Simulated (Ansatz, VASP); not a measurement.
## TePb in VASP and in Ansatz

```xyz
2
Lattice="0.0000 3.1909 3.1909 3.1909 0.0000 3.1909 3.1909 3.1909 0.0000" Properties=species:S:1:pos:R:3 pbc="T T T"
Te    3.1909    3.1909    3.1909
Pb    0.0000    0.0000    0.0000
```

Alike in both runs: functional LDA; k mesh 14 × 14 × 14; occupations fermi-dirac, width 0.1 eV; no spin polarisation.

Ansatz relaxed the structure, and its values are those at the end. VASP's run is a single point on that final structure, the one shown.

```csv
,VASP,Ansatz
version,VASP 6.6.1,Ansatz 0.2.0
potentials or method,"VASP PAW LDA potentials, release 64 (Te, Pb_d)","PAW with Ansatz's default frozen-core files, scalar-relativistic"
plane-wave cutoff (eV),520,420
valence electrons in the cell,20,30
```

|  | VASP | Ansatz | Ansatz less VASP |
| --- | --- | --- | --- |
| pressure (GPa) | 0.0 | 0.0 | -0.07 |

LDA's correlation is that of Perdew and Zunger in VASP and of Perdew and Wang (1992) in Ansatz. VASP's potentials hold 20 valence electrons a cell and Ansatz's 30, so a difference there can come from the potentials and not from the codes.

Neither program's run includes spin-orbit coupling.
